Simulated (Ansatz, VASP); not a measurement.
# Cl in VASP and in Ansatz

The input INCAR:

```
PREC = Accurate
ENCUT = 520
EDIFF = 1E-6
ISMEAR = -1
SIGMA = 0.1
LREAL = F
LASPH = T
NELM = 100
ALGO = Normal
ISIF = 2
LWAVE = F
LCHARG = F
GGA = CA
NBANDS = 14
```

The input KPOINTS:

```
Automatic mesh
0
Gamma
  15 15 8
```

The input POSCAR:

```
Cl
1.0
    3.2623834841      0.0000000000      0.0000000000
   -1.6311917420      2.8253069741      0.0000000000
    0.0000000000      0.0000000000      3.8898852504
Cl
2
Direct
    0.3333333333      0.6666666667      0.2500000000
    0.6666666667      0.3333333333      0.7500000000
```

Input for Ansatz:

```yaml
crystal:
  lattice:
    - [3.2623834841, 0.0, 0.0]
    - [-1.631191742, 2.8253069741, 0.0]
    - [0.0, 0.0, 3.8898852504]
  atoms:
    - { symbol: Cl, position: [0.3333333333, 0.6666666667, 0.25] }
    - { symbol: Cl, position: [0.6666666667, 0.3333333333, 0.75] }
kpoints:
  mp_grid: { grid: [15, 15, 8] }
scf:
  occupations: { method: fermi_dirac, width: 0.1 }
hamiltonian:
  xc: lda
  pseudopotentials: { kind: paw }
output:
  forces: true
  stress: true
  eigenvalues: true
  populations: true
```

Change from the starting cell: volume scaled by 0.92, PAW files.

Alike in both runs: task single point; functional LDA; k mesh 15 × 15 × 8; occupations fermi-dirac, width 0.1 eV; no spin polarisation.

```csv
,VASP,Ansatz
version,VASP 6.6.1,Ansatz 0.2.0
potentials or method,"VASP PAW LDA potentials, release 64 (Cl)","PAW with Ansatz's default frozen-core files, scalar-relativistic"
plane-wave cutoff (eV),520,420
valence electrons in the cell,14,14
```

|  | VASP | Ansatz | Ansatz less VASP |
| --- | --- | --- | --- |
| pressure (GPa) | 4.4 | 4.4 | +0.04 |

LDA's correlation is that of Perdew and Zunger in VASP and of Perdew and Wang (1992) in Ansatz.
